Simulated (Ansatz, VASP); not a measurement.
**Two plane-wave programs on Zn6O**

```xyz
7
Lattice="2.6323 1.5197 4.1876 -2.6323 1.5197 4.1876 0.0000 -3.0395 4.1876" Properties=species:S:1:pos:R:3 pbc="T T T"
Zn    0.0000    0.0000   10.6021
Zn    0.0000    0.0000    1.9606
Zn    0.0000    1.5197    4.1876
Zn   -1.3161   -0.7599    4.1876
Zn    1.3161   -0.7599    4.1876
Zn    0.0000    0.0000    6.2813
O     0.0000    0.0000    0.0000
```

Alike in both runs: task relaxation of cell and atoms; functional PBE; k mesh 6 × 6 × 6; occupations gaussian, width 0.1 eV; no spin polarisation.

```csv
,VASP,Ansatz
version,VASP 6.6.1,Ansatz 0.2.0
potentials or method,"VASP PAW PBE potentials, release 64 (Zn, O), cutoff 600 eV","scalar-relativistic, plane waves, PAW"
valence electrons in the cell,78,78
```

```csv
,VASP,Ansatz,Ansatz less VASP
"gap on the k mesh at the Fermi level, each at its own relaxed structure (eV)",none,none,-
relaxed volume (Å³/atom),14.42,14.37,-0.043
relaxed length of the cell vector where the two differ most in proportion (Å),5.215,5.197,-0.0180
```

A gap of «none» marks a metal or a gap that the smearing closes.
